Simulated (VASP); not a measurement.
# Ba (Pm-3m) in VASP: further runs, part 2 of 2

VASP 6.6.1. Earlier steps stand in the parts before.

### Step 3. Single point, LDA

This run uses another cell than the first one, of 63.74 Å³/atom, 1.019 times its volume.

File INCAR:

```
PREC = Accurate
ENCUT = 520
EDIFF = 1E-7
ISMEAR = 1
SIGMA = 0.15
LREAL = False
LASPH = True
NELM = 80
ALGO = Normal
ISIF = 2
LWAVE = False
LCHARG = False
GGA = CA
NBANDS = 11
```

File KPOINTS:

```
Automatic mesh
0
Gamma
  6 6 6
```

File POSCAR:

```
Ba
1.0
    3.9945555074      0.0000000000      0.0000000000
    0.0000000000      3.9945555074      0.0000000000
    0.0000000000      0.0000000000      3.9945555074
Ba
1
Direct
    0.0000000000      0.0000000000      0.0000000000
```

Potentials or basis: VASP PAW LDA potentials, release 64 (Ba_sv).

On the command line:

```sh
cat potpaw_LDA.64/Ba_sv/POTCAR > POTCAR
mpirun -np 1 vasp_std > vasp.out
```

OUTCAR:

```text
PREC = Accurate
   ENCUT = 520
   EDIFF = 1E-7
   ISMEAR = 1
   LREAL = False
   LASPH = True
   NELM = 80
   ISIF = 2
   GGA = CA

 ion  position               nearest neighbor table
   1  0.000  0.000  0.000-

  LATTYP: Found a simple cubic cell.
 ALAT       =     3.9945555074

  Lattice vectors:

 A1 = (   3.9945555074,   0.0000000000,   0.0000000000)
 A2 = (   0.0000000000,   3.9945555074,   0.0000000000)
 A3 = (   0.0000000000,   0.0000000000,   3.9945555074)

Analysis of symmetry for initial positions (statically):
=====================================================================
 Subroutine PRICEL returns:
 Original cell was already a primitive cell.

 Routine SETGRP: Setting up the symmetry group for a
 simple cubic supercell.

 Subroutine GETGRP returns: Found 48 space group operations
 (whereof 48 operations were pure point group operations)
 out of a pool of 48 trial point group operations.

The static configuration has the point symmetry O_h .

Analysis of symmetry for dynamics (positions and initial velocities):
=====================================================================
 Subroutine PRICEL returns:
 Original cell was already a primitive cell.

 Routine SETGRP: Setting up the symmetry group for a
 simple cubic supercell.

 Subroutine GETGRP returns: Found 48 space group operations
 (whereof 48 operations were pure point group operations)
 out of a pool of 48 trial point group operations.

The dynamic configuration has the point symmetry O_h .

 Subroutine INISYM returns: Found 48 space group operations
 (whereof 48 operations are pure point group operations),
 and found     1 'primitive' translations

----------------------------------------------------------------------------------------

                                     Primitive cell

  volume of cell :      63.7390

  direct lattice vectors                    reciprocal lattice vectors
     3.994555507  0.000000000  0.000000000     0.250340745  0.000000000  0.000000000
     0.000000000  3.994555507  0.000000000     0.000000000  0.250340745  0.000000000
     0.000000000  0.000000000  3.994555507     0.000000000  0.000000000  0.250340745

  length of vectors
     3.994555507  3.994555507  3.994555507     0.250340745  0.250340745  0.250340745

  position of ions in fractional coordinates (direct lattice)
     0.000000000  0.000000000  0.000000000

  ion indices of the primitive-cell ions
   primitive index   ion index
                 1           1

----------------------------------------------------------------------------------------

 KPOINTS: Automatic mesh

Automatic generation of k-mesh.
 Grid dimensions read from file:
 generate k-points for:    6    6    6

 Generating k-lattice:

  Cartesian coordinates                     Fractional coordinates (reciprocal lattice)
     0.041723457  0.000000000  0.000000000     0.166666667  0.000000000  0.000000000
     0.000000000  0.041723457  0.000000000     0.000000000  0.166666667  0.000000000
     0.000000000  0.000000000  0.041723457     0.000000000  0.000000000  0.166666667

  Length of vectors
     0.041723457  0.041723457  0.041723457

  Shift w.r.t. Gamma in fractional coordinates (k-lattice)
     0.000000000  0.000000000  0.000000000

 Subroutine IBZKPT returns following result:
 ===========================================

 Found     20 irreducible k-points:

 Following reciprocal coordinates:
            Coordinates               Weight
  0.000000  0.000000  0.000000      1.000000
  0.166667  0.000000  0.000000      6.000000
  0.333333  0.000000  0.000000      6.000000
  0.500000  0.000000  0.000000      3.000000
  0.166667  0.166667  0.000000     12.000000
  0.333333  0.166667  0.000000     24.000000
[... 12 lines left out ...]
  0.500000  0.500000  0.333333      6.000000
  0.500000  0.500000  0.500000      1.000000
   k-points           NKPTS =     20   k-points in BZ     NKDIM =     20   number of bands    NBANDS=     11
   number of dos      NEDOS =    301   number of ions     NIONS =      1
   total plane-waves  NPLWV =  27000
   dimension x,y,z NGX =    30 NGY =   30 NGZ =   30
   dimension x,y,z NGXF=    60 NGYF=   60 NGZF=   60
   ions per type =               1
   NGX,Y,Z   is equivalent  to a cutoff of  12.49, 12.49, 12.49 a.u.
   NGXF,Y,Z  is equivalent  to a cutoff of  24.97, 24.97, 24.97 a.u.
 SYSTEM =  unknown system
   PREC   = accura    normal or accurate (medium, high low for compatibility)
   ISTART =      0    job   : 0-new  1-cont  2-samecut
   ICHARG =      2    charge: 1-file 2-atom 10-const
   ISPIN  =      1    spin polarized calculation?
   LNONCOLLINEAR =      F non collinear calculations
   LSORBIT =      F    spin-orbit coupling
   LASPH  =      T    aspherical Exc in radial PAW
   ENCUT  =  520.0 eV  38.22 Ry    6.18 a.u.   7.43  7.43  7.43*2*pi/ulx,y,z
   NELM   =     80;   NELMIN=  2; NELMDL= -5     # of ELM steps
   EDIFF  = 0.1E-06   stopping-criterion for ELM
   LREAL  =      F    real-space projection
   EDIFFG = 0.1E-05   stopping-criterion for IOM
   NSW    =      0    number of steps for IOM
   IBRION =     -1    ionic relax: 0-MD 1-quasi-New 2-CG
   NFREE  =      0    steps in history (QN), initial steepest desc. (CG)
   ISIF   =      2    stress and relaxation
   ISYM   =      2    0-nonsym 1-usesym 2-fastsym
   POTIM  = 0.5000    time-step for ionic-motion
   TEBEG  =    0.0;   TEEND  =   0.0 temperature during run
   PSTRESS=    0.0 pullay stress
   NELECT =      10.0000    total number of electrons
   NUPDOWN=      -1.0000    fix difference up-down
   EMIN   =  10.00;   EMAX   =-10.00  energy-range for DOS
   EFERMI =   0.00;   METHOD = LEGACY
   ISMEAR =     1;   SIGMA  =   0.15  broadening in eV -4-tet -1-fermi 0-gaus
   EFERMI_NEDOS =   21; number of points for ismear=-14 and -15
   IALGO  =     38    algorithm
   IMIX   =      4    mixing-type and parameters
     AMIX     =   0.40;   BMIX     =  1.00
     AMIX_MAG =   1.60;   BMIX_MAG =  1.00
  volume/ion in A,a.u.               =      63.74       430.13
  Fermi-wavevector in a.u.,A,eV,Ry     =   0.882957  1.668547 10.607287  0.779614
  Thomas-Fermi vector in A             =   2.003659
   LORBIT       =      0    0 simple, 1 ext, 2 COOP (PROOUT), +10 PAW based schemes
   GGA     = CA    functional components
   LHFCALC =     F    Hartree Fock is set to
   AEXX    =    0.0000 exact exchange contribution
   IVDW    =     0    specifies the selected vdW correction
   LEPSILON=     F    determine dielectric tensor
   LRPA    =     F    only Hartree local field effects (RPA)
 non-spin polarized calculation
 Methfessel and Paxton  Order N= 1 SIGMA  =   0.15
  energy-cutoff  :      520.00
  volume of cell :       63.74
 maximum number of plane-waves:      1743
 NGX is ok and might be reduce to    30
   NGX = 15   NGY = 15   NGZ = 15

 number of electron      10.0000000 magnetization

 number of electron       9.9999999 magnetization

 Free energy of the ion-electron system (eV)
  ---------------------------------------------------
  ext. energy  EPLUGINS =         0.00000000
  ---------------------------------------------------
  free energy    TOTEN  =        -1.89718940 eV

  energy without entropy =       -1.89779931  energy(sigma->0) =       -1.89739270

 E-fermi :   1.4154     XC(G=0):  -7.5542

 val. band max:        1.3056242207   @ k =   0.0000   0.0000   0.0000
 cond. band min:       1.4238279228   @ k =   0.1667   0.0000   0.0000
 fundamental gap:      0.1182037021
 Fermi energy:         1.4154140319

 k-point     1 :       0.0000    0.0000    0.0000
  band No.  band energies     occupation
      1     -27.7599      2.00000
      2     -12.6332      2.00000
      3     -12.6332      2.00000
      4     -12.6332      2.00000
      5      -1.2672      2.00000
      6       1.3056      1.94106
      7       1.3056      1.94106
      8       6.0292      0.00000
      9       6.0292      0.00000
     10       6.0292      0.00000
     11       8.7226      0.00000
[... 253 lines left out ...]
 k-point    20 :       0.5000    0.5000    0.5000
  band No.  band energies     occupation
      1     -27.6049      2.00000
      2     -13.1159      2.00000
      3     -13.1159      2.00000
      4     -13.1159      2.00000
      5       1.3038      1.94853
      6       1.3038      1.94853
      7       1.3038      1.94853
      8       5.3424      0.00000
      9       7.6229      0.00000
     10       7.6530      0.00000
     11       7.6540      0.00000

------------------------ aborting loop because EDIFF is reached ----------------------------------------

  FORCE on cell =-STRESS in cart. coord.  units (eV):
  Direction    XX          YY          ZZ          XY          YZ          ZX
  --------------------------------------------------------------------------------------
  -------------------------------------------------------------------------------------
  Total       -0.5978051     -0.5978051     -0.5978051     -0.0000000     -0.0000000     -0.0000000
  in kB      -15.0267423    -15.0267423    -15.0267423     -0.0000000     -0.0000000     -0.0000000
  external PRESSURE =     -15.0267423 kB  Pullay stress =       0.0000000 kB

 VOLUME and BASIS-vectors are now :
 -----------------------------------------------------------------------------
  energy-cutoff  :      520.00
  volume of cell :       63.74
      direct lattice vectors                 reciprocal lattice vectors
     3.994555507  0.000000000  0.000000000     0.250340745  0.000000000  0.000000000
     0.000000000  3.994555507  0.000000000     0.000000000  0.250340745  0.000000000
     0.000000000  0.000000000  3.994555507     0.000000000  0.000000000  0.250340745

 POSITION                                       TOTAL-FORCE (eV/Angst)
 -----------------------------------------------------------------------------------
      0.00000      0.00000      0.00000         0.000000      0.000000      0.000000
 -----------------------------------------------------------------------------------
    total drift:                                0.000000      0.000000     -0.000000

  FREE ENERGIE OF THE ION-ELECTRON SYSTEM (eV)
  ---------------------------------------------------
  free  energy   TOTEN  =        -1.8971893957 eV

  energy  without entropy=       -1.8977993122  energy(sigma->0) =       -1.89739270
```

Wall time 4.9 s (1 thread of Intel Xeon 6975P-C (Granite Rapids), shared host); peak memory 0.15 GiB.

What came out:

```
Free energy            : -1.8972 eV
Pressure               : -1.5 GPa
Band gap on the k mesh : zero (band 5 reaches 1.44 eV, above the bottom of band 6 at 1.30 eV)
```

Caveat: spin-orbit coupling is left out, which moves the levels of the heavy elements.
